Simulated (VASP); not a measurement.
# Ge (Fd-3m) in VASP: notebook

The runs below take Ge through single point, with PBE.

Program: VASP 6.6.1. These are calculated values, not measurements. Logs are shortened: lines on timing, memory, paths and dates and some standing lists are left out, and cuts for length are marked.

### Step 1. The cell of the first run

Symmetry: Fd-3m, No. 227, cubic system. The conventional cell has a = 5.658 Å, b = 5.658 Å, c = 5.658 Å, α = 90.00°, β = 90.00°, γ = 90.00°. Ge (site symmetry -43m) has 4 Ge at 2.45 Å within 3.2 Å.

### Step 2. Single point, PBE

INCAR

```
SYSTEM = Ge
ALGO = Normal
EDIFF = 1E-6
ENCUT = 500
GGA = PE
GGA_COMPAT = .FALSE.
ISIF = 2
ISMEAR = 0
LASPH = .TRUE.
LCHARG = .FALSE.
LREAL = .FALSE.
LWAVE = .FALSE.
NBANDS = 21
NELM = 120
PREC = Accurate
SIGMA = 0.01
```

KPOINTS

```
k-points
0
G
  3 3 3
  0 0 0
```

POSCAR

```
Ge
1.0
    0.0000000000      2.8289100000      2.8289100000
    2.8289100000      0.0000000000      2.8289100000
    2.8289100000      2.8289100000      0.0000000000
Ge
2
Direct
    0.0000000000      0.0000000000      0.0000000000
    0.2500000000      0.2500000000      0.2500000000
```

Potentials or basis: VASP PAW PBE potentials, release 64 (Ge_d).

Run with:

```bash
cat potpaw_PBE.64/Ge_d/POTCAR > POTCAR
mpirun -np 1 vasp_std > vasp.out
```

OUTCAR:

```text
SYSTEM = Ge
   EDIFF = 1E-6
   ENCUT = 500
   GGA = PE
   ISIF = 2
   ISMEAR = 0
   LASPH = .TRUE.
   LREAL = .FALSE.
   NELM = 120
   PREC = Accurate

 ion  position               nearest neighbor table
   1  0.000  0.000  0.000-   2 2.45   2 2.45   2 2.45   2 2.45
   2  0.250  0.250  0.250-   1 2.45   1 2.45   1 2.45   1 2.45

  LATTYP: Found a face centered cubic cell.
 ALAT       =     5.6578200000

  Lattice vectors:

 A1 = (   0.0000000000,   2.8289100000,   2.8289100000)
 A2 = (   2.8289100000,   0.0000000000,   2.8289100000)
 A3 = (   2.8289100000,   2.8289100000,   0.0000000000)

Analysis of symmetry for initial positions (statically):
=====================================================================
 Subroutine PRICEL returns:
 Original cell was already a primitive cell.

 Routine SETGRP: Setting up the symmetry group for a
 face centered cubic supercell.

 Subroutine GETGRP returns: Found 48 space group operations
 (whereof 24 operations were pure point group operations)
 out of a pool of 48 trial point group operations.

The static configuration has the point symmetry T_d .
 The point group associated with its full space group is O_h .

Analysis of symmetry for dynamics (positions and initial velocities):
=====================================================================
 Subroutine PRICEL returns:
 Original cell was already a primitive cell.

 Routine SETGRP: Setting up the symmetry group for a
 face centered cubic supercell.

 Subroutine GETGRP returns: Found 48 space group operations
 (whereof 24 operations were pure point group operations)
 out of a pool of 48 trial point group operations.

The dynamic configuration has the point symmetry T_d .
 The point group associated with its full space group is O_h .

 Subroutine INISYM returns: Found 48 space group operations
 (whereof 24 operations are pure point group operations),
 and found     1 'primitive' translations

----------------------------------------------------------------------------------------

                                     Primitive cell

  volume of cell :      45.2780

  direct lattice vectors                    reciprocal lattice vectors
     0.000000000  2.828910000  2.828910000    -0.176746521  0.176746521  0.176746521
     2.828910000  0.000000000  2.828910000     0.176746521 -0.176746521  0.176746521
     2.828910000  2.828910000  0.000000000     0.176746521  0.176746521 -0.176746521

  length of vectors
     4.000682889  4.000682889  4.000682889     0.306133954  0.306133954  0.306133954

  position of ions in fractional coordinates (direct lattice)
     0.000000000  0.000000000  0.000000000
     0.250000000  0.250000000  0.250000000

  ion indices of the primitive-cell ions
   primitive index   ion index
                 1           1
                 2           2

----------------------------------------------------------------------------------------

 KPOINTS: k-points

Automatic generation of k-mesh.
 Grid dimensions read from file:
 generate k-points for:    3    3    3

 Generating k-lattice:

  Cartesian coordinates                     Fractional coordinates (reciprocal lattice)
    -0.058915507  0.058915507  0.058915507     0.333333333  0.000000000  0.000000000
     0.058915507 -0.058915507  0.058915507     0.000000000  0.333333333  0.000000000
     0.058915507  0.058915507 -0.058915507     0.000000000  0.000000000  0.333333333

  Length of vectors
     0.102044651  0.102044651  0.102044651

  Shift w.r.t. Gamma in fractional coordinates (k-lattice)
     0.000000000  0.000000000  0.000000000

 Subroutine IBZKPT returns following result:
 ===========================================

 Found      4 irreducible k-points:

 Following reciprocal coordinates:
            Coordinates               Weight
  0.000000  0.000000  0.000000      1.000000
  0.333333  0.000000  0.000000      8.000000
  0.333333  0.333333  0.000000      6.000000
 -0.333333  0.333333  0.000000     12.000000
   k-points           NKPTS =      4   k-points in BZ     NKDIM =      4   number of bands    NBANDS=     21
   number of dos      NEDOS =    301   number of ions     NIONS =      2
   total plane-waves  NPLWV =  27000
   dimension x,y,z NGX =    30 NGY =   30 NGZ =   30
   dimension x,y,z NGXF=    60 NGYF=   60 NGZF=   60
   ions per type =               2
   NGX,Y,Z   is equivalent  to a cutoff of  12.47, 12.47, 12.47 a.u.
   NGXF,Y,Z  is equivalent  to a cutoff of  24.93, 24.93, 24.93 a.u.
 SYSTEM =  Ge
   PREC   = accura    normal or accurate (medium, high low for compatibility)
   ISTART =      0    job   : 0-new  1-cont  2-samecut
   ICHARG =      2    charge: 1-file 2-atom 10-const
   ISPIN  =      1    spin polarized calculation?
   LNONCOLLINEAR =      F non collinear calculations
   LSORBIT =      F    spin-orbit coupling
   LASPH  =      T    aspherical Exc in radial PAW
   ENCUT  =  500.0 eV  36.75 Ry    6.06 a.u.   7.29  7.29  7.29*2*pi/ulx,y,z
   NELM   =    120;   NELMIN=  2; NELMDL= -5     # of ELM steps
   EDIFF  = 0.1E-05   stopping-criterion for ELM
   LREAL  =      F    real-space projection
   EDIFFG = 0.1E-04   stopping-criterion for IOM
   NSW    =      0    number of steps for IOM
   IBRION =     -1    ionic relax: 0-MD 1-quasi-New 2-CG
   NFREE  =      0    steps in history (QN), initial steepest desc. (CG)
   ISIF   =      2    stress and relaxation
   ISYM   =      2    0-nonsym 1-usesym 2-fastsym
   POTIM  = 0.5000    time-step for ionic-motion
   TEBEG  =    0.0;   TEEND  =   0.0 temperature during run
   PSTRESS=    0.0 pullay stress
   NELECT =      28.0000    total number of electrons
   NUPDOWN=      -1.0000    fix difference up-down
   EMIN   =  10.00;   EMAX   =-10.00  energy-range for DOS
   EFERMI =   0.00;   METHOD = LEGACY
   ISMEAR =     0;   SIGMA  =   0.01  broadening in eV -4-tet -1-fermi 0-gaus
   EFERMI_NEDOS =   21; number of points for ismear=-14 and -15
   IALGO  =     38    algorithm
   IMIX   =      4    mixing-type and parameters
     AMIX     =   0.40;   BMIX     =  1.00
     AMIX_MAG =   1.60;   BMIX_MAG =  1.00
  volume/ion in A,a.u.               =      22.64       152.78
  Fermi-wavevector in a.u.,A,eV,Ry     =   1.394756  2.635708 26.468033  1.945346
  Thomas-Fermi vector in A             =   2.518275
   LORBIT       =      0    0 simple, 1 ext, 2 COOP (PROOUT), +10 PAW based schemes
   GGA     = PE    functional components
   LHFCALC =     F    Hartree Fock is set to
   AEXX    =    0.0000 exact exchange contribution
   IVDW    =     0    specifies the selected vdW correction
   LEPSILON=     F    determine dielectric tensor
   LRPA    =     F    only Hartree local field effects (RPA)
 non-spin polarized calculation
 Gauss-broadening in eV      SIGMA  =   0.01
  energy-cutoff  :      500.00
  volume of cell :       45.28
 maximum number of plane-waves:      1150
 NGX is ok and might be reduce to    30
   NGX = 15   NGY = 15   NGZ = 15

 number of electron      28.0000022 magnetization

 Free energy of the ion-electron system (eV)
  ---------------------------------------------------
  ext. energy  EPLUGINS =         0.00000000
  ---------------------------------------------------
  free energy    TOTEN  =        -8.23686890 eV

  energy without entropy =       -8.23686571  energy(sigma->0) =       -8.23686731

 E-fermi :   5.1191     XC(G=0):  -9.8382

 val. band max:        5.0947787704   @ k =   0.0000   0.0000   0.0000
 cond. band min:       5.1413095389   @ k =   0.0000   0.0000   0.0000
 fundamental gap:      0.0465307685
 Fermi energy:         5.1191366634

 k-point     1 :       0.0000    0.0000    0.0000
  band No.  band energies     occupation
      1     -19.6933      2.00000
      2     -19.6933      2.00000
      3     -19.6933      2.00000
      4     -19.6592      2.00000
      5     -19.6592      2.00000
      6     -19.4475      2.00000
[... 13 lines left out ...]
     20      14.5193      0.00000
     21      14.5193      0.00000

 k-point     2 :       0.3333    0.0000    0.0000
  band No.  band energies     occupation
      1     -19.7156      2.00000
      2     -19.7156      2.00000
      3     -19.6804      2.00000
      4     -19.6226      2.00000
      5     -19.6226      2.00000
      6     -19.4793      2.00000
[... 13 lines left out ...]
     20      14.0324      0.00000
     21      14.0324      0.00000

 k-point     3 :       0.3333    0.3333    0.0000
  band No.  band energies     occupation
      1     -19.7197      2.00000
      2     -19.7197      2.00000
      3     -19.6896      2.00000
      4     -19.6010      2.00000
      5     -19.5729      2.00000
      6     -19.5545      2.00000
[... 13 lines left out ...]
     20      16.4138      0.00000
     21      16.9928      0.00000

 k-point     4 :      -0.3333    0.3333    0.0000
  band No.  band energies     occupation
      1     -19.7454      2.00000
      2     -19.7287      2.00000
      3     -19.6401      2.00000
      4     -19.5702      2.00000
      5     -19.5646      2.00000
      6     -19.5504      2.00000
[... 13 lines left out ...]
     20      13.9971      0.00000
     21      18.6830      0.00000

------------------------ aborting loop because EDIFF is reached ----------------------------------------

  FORCE on cell =-STRESS in cart. coord.  units (eV):
  Direction    XX          YY          ZZ          XY          YZ          ZX
  --------------------------------------------------------------------------------------
  -------------------------------------------------------------------------------------
  Total        1.2150384      1.2150384      1.2150384      0.0000000      0.0000000      0.0000000
  in kB       42.9945289     42.9945289     42.9945289      0.0000000      0.0000000      0.0000000
  external PRESSURE =      42.9945289 kB  Pullay stress =       0.0000000 kB

 VOLUME and BASIS-vectors are now :
 -----------------------------------------------------------------------------
  energy-cutoff  :      500.00
  volume of cell :       45.28
      direct lattice vectors                 reciprocal lattice vectors
     0.000000000  2.828910000  2.828910000    -0.176746521  0.176746521  0.176746521
     2.828910000  0.000000000  2.828910000     0.176746521 -0.176746521  0.176746521
     2.828910000  2.828910000  0.000000000     0.176746521  0.176746521 -0.176746521

 POSITION                                       TOTAL-FORCE (eV/Angst)
 -----------------------------------------------------------------------------------
      0.00000      0.00000      0.00000         0.000000     -0.000000     -0.000000
      1.41446      1.41446      1.41446        -0.000000      0.000000      0.000000
 -----------------------------------------------------------------------------------
    total drift:                                0.000000      0.000000      0.000000

  FREE ENERGIE OF THE ION-ELECTRON SYSTEM (eV)
  ---------------------------------------------------
  free  energy   TOTEN  =        -8.2368689043 eV

  energy  without entropy=       -8.2368657126  energy(sigma->0) =       -8.23686731
```

It used 14 s of CPU time on 1 thread of Intel Xeon 8259CL (shared host).

Results:

```
Free energy            : -8.2369 eV
Pressure               : 4.3 GPa
Band gap on the k mesh : 0.05 eV, direct
```

Caveat: the k points lie up to 0.64 Å⁻¹ apart.

[end of part 1 of 2]
